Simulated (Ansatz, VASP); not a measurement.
InAs: VASP beside Ansatz

File INCAR:

```
ALGO = Normal
EDIFF = 1E-6
EDIFFG = -0.01
ENCUT = 600
IBRION = 2
ISIF = 3
ISMEAR = -1
LASPH = T
LCHARG = F
LREAL = F
LWAVE = F
NELM = 60
NSW = 60
PREC = Accurate
SIGMA = 0.05
```

Contents of KPOINTS:

```
k-points
0
Gamma
  8 8 8
```

The input POSCAR:

```
InAs
1.0
    0.0000000000      2.8773040000      2.8773040000
    2.8773040000      0.0000000000      2.8773040000
    2.8773040000      2.8773040000      0.0000000000
In As
1 1
Direct
    0.5000000000      0.5000000000      0.5000000000
    0.0000000000      0.0000000000      0.0000000000
```

Contents of input.yaml:

```yaml
crystal:
  lattice:
    - [0.0, 2.877304, 2.877304]
    - [2.877304, 0.0, 2.877304]
    - [2.877304, 2.877304, 0.0]
  atoms:
    - { symbol: In, position: [0.5, 0.5, 0.5] }
    - { symbol: As, position: [0.0, 0.0, 0.0] }
hamiltonian:
  xc: lda
  pseudopotentials: { kind: paw }
kpoints:
  mp_grid: { grid: [8, 8, 8] }
scf:
  occupations: { method: fermi_dirac, width: 0.05 }
output:
  forces: true
  stress: true
  eigenvalues: true
relax:
  f_tol: 0.01
  max_steps: 40
  cell: { stress_tol: 0.05 }
```

Alike in both runs: task relaxation of cell and atoms; functional LDA; k mesh 8 × 8 × 8; occupations fermi-dirac, width 0.05 eV; no spin polarisation.

|  | VASP | Ansatz |
| --- | --- | --- |
| version | VASP 6.6.1 | Ansatz 0.2.0 |
| potentials or method | VASP PAW LDA potentials, release 64 (In_d, As) | Ansatz PAW |
| plane-wave cutoff (eV) | 600 | 420 |
| valence electrons in the cell | 18 | 28 |

|  | VASP | Ansatz | Ansatz less VASP |
| --- | --- | --- | --- |
| gap on the k mesh at the Fermi level, each at its own relaxed structure (eV) | none | none | - |
| relaxed volume (Å³/atom) | 22.06 | 21.99 | -0.069 |
| relaxed cell length with the largest relative difference (Å) | 3.966 | 3.962 | -0.0041 |

LDA's correlation is that of Perdew and Zunger in VASP and of Perdew and Wang (1992) in Ansatz. A gap of «none» marks a metal or a gap that the smearing closes. VASP's potentials hold 18 valence electrons a cell and Ansatz's 28, so a difference there can come from the potentials and not from the codes.

Noted on Ansatz's run: the plane-wave basis is chosen anew once the cell has moved, so the energies of steps on either side of that aren't comparable.
